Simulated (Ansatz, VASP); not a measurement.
Si2As: VASP beside Ansatz

```xyz
3
Lattice="0.0000 3.0232 3.0232 3.0232 0.0000 3.0232 3.0232 3.0232 0.0000" Properties=species:S:1:pos:R:3 pbc="T T T"
Si    4.5348    4.5348    4.5348
Si    3.0232    3.0232    3.0232
As    0.0000    0.0000    0.0000
```

Change from the starting cell: species swapped into the Cu2Se type (F-43m, No. 216).

Alike in both runs: functional PBE; k mesh 6 × 6 × 6; occupations gaussian, width 0.2 eV; no spin polarisation.

Ansatz relaxed the structure, and its values are those at the end. VASP's run is a single point on that final structure, the one shown.

```csv
,VASP,Ansatz
version,VASP 6.6.1,Ansatz 0.2.0
potentials or method,"VASP PAW PBE potentials, release 64 (Si, As), cutoff 500 eV","scalar-relativistic, plane waves, PAW"
valence electrons in the cell,13,23
```

|  | VASP | Ansatz | Ansatz less VASP |
| --- | --- | --- | --- |
| gap on the k mesh at the Fermi level (eV) | none | none | - |
| pressure (GPa) | 0.4 | 0.3 | -0.06 |

A gap of «none» marks a metal or a gap that the smearing closes. The functional is the same, so the differences come from potentials, cutoffs and numerics. VASP's potentials hold 13 valence electrons a cell and Ansatz's 23, so a difference there can come from the potentials and not from the codes.
